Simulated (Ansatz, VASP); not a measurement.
**One calculation of Si27SnC26, two programs**

```
Si Sn C
1.0
     0.00000    6.53700    6.53700
     6.53700    0.00000    6.53700
     6.53700    6.53700    0.00000
Si Sn C
27 1 26
Direct
  0.98327 0.98327 0.98327
  0.98327 0.98327 0.38353
  0.00062 0.00062 0.66605
  0.98327 0.38353 0.98327
  0.99981 0.33372 0.33372
  0.99981 0.33372 0.66609
  0.00062 0.66605 0.00062
  0.99981 0.66609 0.33372
  0.00062 0.66605 0.66605
  0.38353 0.98327 0.98327
  0.33372 0.99981 0.33372
  0.33372 0.99981 0.66609
  0.33372 0.33372 0.99981
  0.33333 0.33333 0.33333
  0.33372 0.33372 0.66609
  0.33372 0.66609 0.99981
  0.33372 0.66609 0.33372
  0.33300 0.66678 0.66678
  0.66605 0.00062 0.00062
  0.66609 0.99981 0.33372
  0.66605 0.00062 0.66605
  0.66609 0.33372 0.99981
  0.66609 0.33372 0.33372
  0.66678 0.33300 0.66678
  0.66605 0.66605 0.00062
  0.66678 0.66678 0.33300
  0.66678 0.66678 0.66678
  0.08333 0.08333 0.08333
  0.08431 0.08431 0.42340
  0.08431 0.08431 0.74131
  0.08431 0.42340 0.08431
  0.08362 0.41657 0.41657
  0.08431 0.42340 0.74131
  0.08431 0.74131 0.08431
  0.08431 0.74131 0.42340
  0.08314 0.75007 0.75007
  0.42340 0.08431 0.08431
  0.41657 0.08362 0.41657
  0.42340 0.08431 0.74131
  0.41657 0.41657 0.08362
  0.41657 0.41657 0.41657
  0.41658 0.41658 0.75008
  0.42340 0.74131 0.08431
  0.41658 0.75008 0.41658
  0.41658 0.75008 0.75008
  0.74131 0.08431 0.08431
  0.74131 0.08431 0.42340
  0.75007 0.08314 0.75007
  0.74131 0.42340 0.08431
  0.75008 0.41658 0.41658
  0.75008 0.41658 0.75008
  0.75007 0.75007 0.08314
  0.75008 0.75008 0.41658
  0.75007 0.75007 0.75007
```

Alike in both runs: functional PBE; k mesh 3 × 3 × 3; occupations fermi-dirac, width 0.01 eV; no spin polarisation.

Ansatz relaxed the structure, and its values are those at the end. VASP's run is a single point on that final structure, the one shown.

|  | VASP | Ansatz |
| --- | --- | --- |
| version | VASP 6.6.1 | Ansatz 0.2.0 |
| potentials or method | VASP PAW PBE potentials, release 64 (Si, Sn_d, C) | plane-wave PAW, scalar-relativistic |
| plane-wave cutoff (eV) | 520 | 420 |
| valence electrons in the cell | 226 | 226 |

|  | VASP | Ansatz | Ansatz less VASP |
| --- | --- | --- | --- |
| pressure (GPa) | 12.6 | 12.7 | +0.10 |
| rms of the force components (eV/Å) | 0.010 | 0.007 | -0.0027 |

With one functional, cell and mesh, what is left measures potentials, basis and numerics. Ansatz's warnings: stress scf threshold loose.
